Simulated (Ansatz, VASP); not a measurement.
## TaN: VASP beside Ansatz

```
Ta N
1.0
     2.93627    0.00000    0.00000
    -1.46814    2.54289    0.00000
     0.00000    0.00000    2.88490
Ta N
1 1
Direct
  0.33333 0.66667 0.50000
  0.00000 0.00000 0.00000
```

Alike in both runs: functional r2SCAN; k mesh 12 × 12 × 11; occupations fermi-dirac, width 0.1 eV; no spin polarisation.

Ansatz relaxed the structure, and its values are those at the end. VASP's run is a single point on that final structure, the one shown.

|  | VASP | Ansatz |
| --- | --- | --- |
| version | VASP 6.6.1 | Ansatz 0.2.0 |
| potentials or method | VASP PAW PBE potentials, release 64 (Ta_pv, N), cutoff 520 eV | PAW plane waves |
| valence electrons in the cell | 16 | 18 |

|  | VASP | Ansatz | Ansatz less VASP |
| --- | --- | --- | --- |
| gap on the k mesh at the Fermi level (eV) | none | none | - |
| pressure (GPa) | 1.5 | 0.0 | -1.55 |

VASP's potentials were made for PBE, not for r2SCAN. A gap of «none» marks a metal or a gap that the smearing closes. The functional is the same, so the differences come from potentials, cutoffs and numerics. VASP's potentials hold 16 valence electrons a cell and Ansatz's 18, so a difference there can come from the potentials and not from the codes.

Spin-orbit coupling is off throughout.
